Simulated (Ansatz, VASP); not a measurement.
## One calculation of MoW14, two programs

```
CELL_PARAMETERS angstrom
6.32000 0.00000 0.00000
0.00000 6.32000 0.00000
0.00000 0.00000 6.32000
ATOMIC_POSITIONS crystal
W 0.99966 0.99987 0.99988
W 0.49908 0.99962 0.99959
W 0.99935 0.49947 0.99962
W 0.99936 0.99963 0.49940
W 0.49887 0.49917 0.99970
W 0.49878 0.99975 0.49908
W 0.74734 0.25133 0.25130
W 0.99904 0.49907 0.49901
W 0.25103 0.74766 0.25136
W 0.25094 0.25136 0.74760
W 0.74603 0.74645 0.25236
W 0.74601 0.25229 0.74645
W 0.25203 0.74634 0.74629
W 0.74713 0.74749 0.74751
Mo 0.25187 0.25227 0.25217
```

Alike in both runs: functional PBE; k mesh 3 × 3 × 3; occupations gaussian, width 0.1 eV; no spin polarisation.

Ansatz relaxed the structure, and its values are those at the end. VASP's run is a single point on that final structure, the one shown.

|  | VASP | Ansatz |
| --- | --- | --- |
| version | VASP 6.6.1 | Ansatz 0.2.0 |
| potentials or method | VASP PAW PBE potentials, release 64 (W_sv, Mo_sv), cutoff 520 eV | scalar-relativistic, plane waves, PAW |
| valence electrons in the cell | 210 | 210 |

|  | VASP | Ansatz | Ansatz less VASP |
| --- | --- | --- | --- |
| rms of the force components (eV/Å) | 0.008 | 0.006 | -0.0024 |

Spin-orbit coupling is off throughout.
